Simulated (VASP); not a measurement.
# Cs (I4/mmm) in VASP: single point with PBEsol

Aim: the single point of Cs with PBEsol.

Program: VASP 6.6.1. These are calculated values, not measurements. Logs are shortened: lines on timing, memory, paths and dates and some standing lists are left out, and cuts for length are marked.

## (1) The cell of the first run

Symmetry: I4/mmm, No. 139, tetragonal system. Conventional cell: a = 5.500 Å, b = 5.500 Å, c = 8.194 Å, α = 90.00°, β = 90.00°, γ = 90.00°.

## (2) Single point, PBEsol

The input, INCAR:

```
SYSTEM = Cs
ALGO = Normal ; EDIFF = 1E-6
ENCUT = 500 ; GGA = PS
GGA_COMPAT = .False. ; ISIF = 2
ISMEAR = 0 ; LASPH = .True.
LCHARG = .False. ; LREAL = .False.
LWAVE = .False. ; NBANDS = 10
NELM = 120 ; PREC = Accurate
SIGMA = 0.1
```

The input, KPOINTS:

```
k-points
0
Gamma
  6 6 6
  0 0 0
```

The input, POSCAR:

```
Cs
1.0
   -2.7500754600      2.7500754600      4.0972389800
    2.7500754600     -2.7500754600      4.0972389800
    2.7500754600      2.7500754600     -4.0972389800
Cs
1
Direct
    0.0000000000      0.0000000000      0.0000000000
```

Potentials or basis: VASP PAW PBE potentials, release 64 (Cs_sv).

Launch:

```
$ cat potpaw_PBE.64/Cs_sv/POTCAR > POTCAR
$ mpirun -np 1 vasp_std > vasp.out
```

OUTCAR:

```text
SYSTEM = Cs
   EDIFF = 1E-6
   ENCUT = 500
   GGA = PS
   ISIF = 2
   ISMEAR = 0
   LASPH = .True.
   LREAL = .False.
   NELM = 120
   PREC = Accurate

 ion  position               nearest neighbor table
   1  0.000  0.000  0.000-

  LATTYP: Found a body centered tetragonal cell.
 ALAT       =     5.5001509200
 C/A-ratio  =     1.4898642018

  Lattice vectors:

 A1 = (  -2.7500754600,   2.7500754600,   4.0972389800)
 A2 = (   2.7500754600,  -2.7500754600,   4.0972389800)
 A3 = (   2.7500754600,   2.7500754600,  -4.0972389800)

Analysis of symmetry for initial positions (statically):
=====================================================================
 Subroutine PRICEL returns:
 Original cell was already a primitive cell.

 Routine SETGRP: Setting up the symmetry group for a
 body centered tetragonal supercell.

 Subroutine GETGRP returns: Found 16 space group operations
 (whereof 16 operations were pure point group operations)
 out of a pool of 16 trial point group operations.

The static configuration has the point symmetry D_4h.

Analysis of symmetry for dynamics (positions and initial velocities):
=====================================================================
 Subroutine PRICEL returns:
 Original cell was already a primitive cell.

 Routine SETGRP: Setting up the symmetry group for a
 body centered tetragonal supercell.

 Subroutine GETGRP returns: Found 16 space group operations
 (whereof 16 operations were pure point group operations)
 out of a pool of 16 trial point group operations.

The dynamic configuration has the point symmetry D_4h.

 Subroutine INISYM returns: Found 16 space group operations
 (whereof 16 operations are pure point group operations),
 and found     1 'primitive' translations

----------------------------------------------------------------------------------------

                                     Primitive cell

  volume of cell :     123.9483

  direct lattice vectors                    reciprocal lattice vectors
    -2.750075460  2.750075460  4.097238980     0.000000000  0.181813193  0.122033399
     2.750075460 -2.750075460  4.097238980     0.181813193  0.000000000  0.122033399
     2.750075460  2.750075460 -4.097238980     0.181813193  0.181813193  0.000000000

  length of vectors
     5.649176695  5.649176695  5.649176695     0.218970746  0.218970746  0.257122683

  position of ions in fractional coordinates (direct lattice)
     0.000000000  0.000000000  0.000000000

  ion indices of the primitive-cell ions
   primitive index   ion index
                 1           1

----------------------------------------------------------------------------------------

 KPOINTS: k-points

Automatic generation of k-mesh.
 Grid dimensions read from file:
 generate k-points for:    6    6    6

 Generating k-lattice:

  Cartesian coordinates                     Fractional coordinates (reciprocal lattice)
     0.000000000  0.030302199  0.020338900     0.166666667 -0.000000000  0.000000000
     0.030302199  0.000000000  0.020338900    -0.000000000  0.166666667  0.000000000
     0.030302199  0.030302199  0.000000000     0.000000000  0.000000000  0.166666667

  Length of vectors
     0.036495124  0.036495124  0.042853781

  Shift w.r.t. Gamma in fractional coordinates (k-lattice)
     0.000000000  0.000000000  0.000000000

 Subroutine IBZKPT returns following result:
 ===========================================

 Found     30 irreducible k-points:

 Following reciprocal coordinates:
            Coordinates               Weight
  0.000000  0.000000  0.000000      1.000000
  0.166667 -0.000000  0.000000      8.000000
  0.333333  0.000000  0.000000      8.000000
  0.500000 -0.000000  0.000000      4.000000
  0.166667  0.166667  0.000000      8.000000
  0.333333  0.166667  0.000000     16.000000
[... 16 lines left out ...]
 -0.333333 -0.333333  0.166667      8.000000
 -0.166667 -0.333333  0.166667      8.000000
 [... further k-points ...]
   k-points           NKPTS =     30   k-points in BZ     NKDIM =     30   number of bands    NBANDS=     10
   number of dos      NEDOS =    301   number of ions     NIONS =      1
   total plane-waves  NPLWV =  74088
   dimension x,y,z NGX =    42 NGY =   42 NGZ =   42
   dimension x,y,z NGXF=    84 NGYF=   84 NGZF=   84
   ions per type =               1
   NGX,Y,Z   is equivalent  to a cutoff of  12.36, 12.36, 12.36 a.u.
   NGXF,Y,Z  is equivalent  to a cutoff of  24.72, 24.72, 24.72 a.u.
 SYSTEM =  Cs
   PREC   = accura    normal or accurate (medium, high low for compatibility)
   ISTART =      0    job   : 0-new  1-cont  2-samecut
   ICHARG =      2    charge: 1-file 2-atom 10-const
   ISPIN  =      1    spin polarized calculation?
   LNONCOLLINEAR =      F non collinear calculations
   LSORBIT =      F    spin-orbit coupling
   LASPH  =      T    aspherical Exc in radial PAW
   ENCUT  =  500.0 eV  36.75 Ry    6.06 a.u.  10.30 10.30 10.30*2*pi/ulx,y,z
   NELM   =    120;   NELMIN=  2; NELMDL= -5     # of ELM steps
   EDIFF  = 0.1E-05   stopping-criterion for ELM
   LREAL  =      F    real-space projection
   EDIFFG = 0.1E-04   stopping-criterion for IOM
   NSW    =      0    number of steps for IOM
   IBRION =     -1    ionic relax: 0-MD 1-quasi-New 2-CG
   NFREE  =      0    steps in history (QN), initial steepest desc. (CG)
   ISIF   =      2    stress and relaxation
   ISYM   =      2    0-nonsym 1-usesym 2-fastsym
   POTIM  = 0.5000    time-step for ionic-motion
   TEBEG  =    0.0;   TEEND  =   0.0 temperature during run
   PSTRESS=    0.0 pullay stress
   NELECT =       9.0000    total number of electrons
   NUPDOWN=      -1.0000    fix difference up-down
   EMIN   =  10.00;   EMAX   =-10.00  energy-range for DOS
   EFERMI =   0.00;   METHOD = LEGACY
   ISMEAR =     0;   SIGMA  =   0.10  broadening in eV -4-tet -1-fermi 0-gaus
   EFERMI_NEDOS =   21; number of points for ismear=-14 and -15
   IALGO  =     38    algorithm
   IMIX   =      4    mixing-type and parameters
     AMIX     =   0.40;   BMIX     =  1.00
     AMIX_MAG =   1.60;   BMIX_MAG =  1.00
  volume/ion in A,a.u.               =     123.95       836.44
  Fermi-wavevector in a.u.,A,eV,Ry     =   0.682981  1.290648  6.346621  0.466463
  Thomas-Fermi vector in A             =   1.762213
   LORBIT       =      0    0 simple, 1 ext, 2 COOP (PROOUT), +10 PAW based schemes
   GGA     = PS    functional components
   LHFCALC =     F    Hartree Fock is set to
   AEXX    =    0.0000 exact exchange contribution
   IVDW    =     0    specifies the selected vdW correction
   LEPSILON=     F    determine dielectric tensor
   LRPA    =     F    only Hartree local field effects (RPA)
 non-spin polarized calculation
 Gauss-broadening in eV      SIGMA  =   0.10
  energy-cutoff  :      500.00
  volume of cell :      123.95
 maximum number of plane-waves:      3167
 NGX is ok and might be reduce to    42
   NGX = 21   NGY = 21   NGZ = 21

 number of electron       9.0000001 magnetization

 Free energy of the ion-electron system (eV)
  ---------------------------------------------------
  ext. energy  EPLUGINS =         0.00000000
  ---------------------------------------------------
  free energy    TOTEN  =        -0.92521155 eV

  energy without entropy =       -0.91672508  energy(sigma->0) =       -0.92096831

 E-fermi :   0.1762     XC(G=0):  -5.2855

 val. band max:        0.1748812023   @ k =  -0.3333   0.3333   0.1667
 cond. band min:       0.1894247490   @ k =   0.5000  -0.0000   0.0000
 fundamental gap:      0.0145435466
 Fermi energy:         0.1762354182

 k-point     1 :       0.0000    0.0000    0.0000
  band No.  band energies     occupation
      1     -23.6905      2.00000
      2     -10.4220      2.00000
      3     -10.4207      2.00000
      4     -10.4207      2.00000
      5      -1.4071      2.00000
      6       2.5104      0.00000
      7       2.6757      0.00000
      8       2.6757      0.00000
      9       3.4646      0.00000
     10       3.7890      0.00000

 k-point     2 :       0.1667   -0.0000    0.0000
  band No.  band energies     occupation
      1     -23.6895      2.00000
      2     -10.4480      2.00000
      3     -10.4262      2.00000
      4     -10.4233      2.00000
      5      -1.1422      2.00000
      6       2.1670      0.00000
      7       2.6375      0.00000
      8       2.7835      0.00000
      9       3.3653      0.00000
     10       3.5879      0.00000

 k-point     3 :       0.3333    0.0000    0.0000
  band No.  band energies     occupation
      1     -23.6874      2.00000
      2     -10.5008      2.00000
      3     -10.4354      2.00000
      4     -10.4286      2.00000
      5      -0.4462      2.00000
      6       1.4496      0.00000
      7       2.4915      0.00000
      8       2.7142      0.00000
      9       3.8049      0.00000
     10       3.8360      0.00000

 k-point     4 :       0.5000   -0.0000    0.0000
  band No.  band energies     occupation
      1     -23.6863      2.00000
      2     -10.5267      2.00000
      3     -10.4399      2.00000
      4     -10.4313      2.00000
      5       0.1894      0.85203
      6       0.9023      0.00000
      7       2.3710      0.00000
      8       2.5967      0.00000
      9       4.3223      0.00000
     10       4.3707      0.00000
[... 222 lines left out ...]
 k-point    22 :      -0.1667    0.5000    0.1667
  band No.  band energies     occupation
      1     -23.6862      2.00000
      2     -10.5138      2.00000
      3     -10.4543      2.00000
      4     -10.4367      2.00000
      5       0.2597      0.23759
      6       1.0573      0.00000
      7       1.9816      0.00000
      8       2.8048      0.00000
      9       3.8513      0.00000
     10       4.3689      0.00000

 k-point    23 :      -0.3333   -0.3333    0.1667
  band No.  band energies     occupation
      1     -23.6863      2.00000
      2     -10.4957      2.00000
      3     -10.4610      2.00000
      4     -10.4447      2.00000
      5       0.0706      1.86493
      6       1.5242      0.00000
      7       1.6554      0.00000
      8       2.9196      0.00000
      9       3.5664      0.00000
     10       4.3001      0.00000

 k-point    24 :      -0.1667   -0.3333    0.1667
  band No.  band energies     occupation
      1     -23.6877      2.00000
      2     -10.4825      2.00000
      3     -10.4404      2.00000
      4     -10.4355      2.00000
      5      -0.5393      2.00000
      6       1.6668      0.00000
      7       2.1745      0.00000
      8       2.9464      0.00000
      9       3.3136      0.00000
     10       4.0916      0.00000

 [... further k-points ...]

------------------------ aborting loop because EDIFF is reached ----------------------------------------

  FORCE on cell =-STRESS in cart. coord.  units (eV):
  Direction    XX          YY          ZZ          XY          YZ          ZX
  --------------------------------------------------------------------------------------
  -------------------------------------------------------------------------------------
  Total       -0.1545496     -0.1545496     -0.1697608      0.0000000      0.0000000      0.0000000
  in kB       -1.9977352     -1.9977352     -2.1943576      0.0000000      0.0000000      0.0000000
  external PRESSURE =      -2.0632760 kB  Pullay stress =       0.0000000 kB

 VOLUME and BASIS-vectors are now :
 -----------------------------------------------------------------------------
  energy-cutoff  :      500.00
  volume of cell :      123.95
      direct lattice vectors                 reciprocal lattice vectors
    -2.750075460  2.750075460  4.097238980     0.000000000  0.181813193  0.122033399
     2.750075460 -2.750075460  4.097238980     0.181813193  0.000000000  0.122033399
     2.750075460  2.750075460 -4.097238980     0.181813193  0.181813193  0.000000000

 POSITION                                       TOTAL-FORCE (eV/Angst)
 -----------------------------------------------------------------------------------
      0.00000      0.00000      0.00000        -0.000000     -0.000000     -0.000000
 -----------------------------------------------------------------------------------
    total drift:                               -0.000000      0.000000     -0.000000

  FREE ENERGIE OF THE ION-ELECTRON SYSTEM (eV)
  ---------------------------------------------------
  free  energy   TOTEN  =        -0.9252115494 eV

  energy  without entropy=       -0.9167250765  energy(sigma->0) =       -0.92096831
```

Wall time 48 s (1 thread of Intel Xeon 8259CL, shared host); peak memory 0.25 GiB.

Results:

```
Free energy            : -0.9252 eV
Pressure               : -0.2 GPa
Band gap on the k mesh : zero (an odd number of electrons rules out a gap without spin polarisation)
```

Levels at points of the mesh, in eV from the Fermi level:
| k point | band 3 | band 4 | band 5 | band 6 | band 7 | band 8 |
| --- | --- | --- | --- | --- | --- | --- |
| (0.00, 0.00, 0.00) | -10.60 | -10.60 | -1.58 | 2.33 | 2.50 | 2.50 |
| (0.50, 0.00, 0.00) | -10.62 | -10.61 | 0.01 | 0.73 | 2.19 | 2.42 |
| (0.50, 0.50, 0.00) | -10.65 | -10.63 | 0.38 | 1.09 | 1.43 | 3.69 |
| (0.50, 0.50, 0.50) | -10.63 | -10.63 | 0.27 | 1.17 | 1.17 | 3.98 |

Caveat: the PAW data sets were made with another functional, which shifts forces and pressure a little; spin-orbit coupling is left out, which moves the levels of the heavy elements.
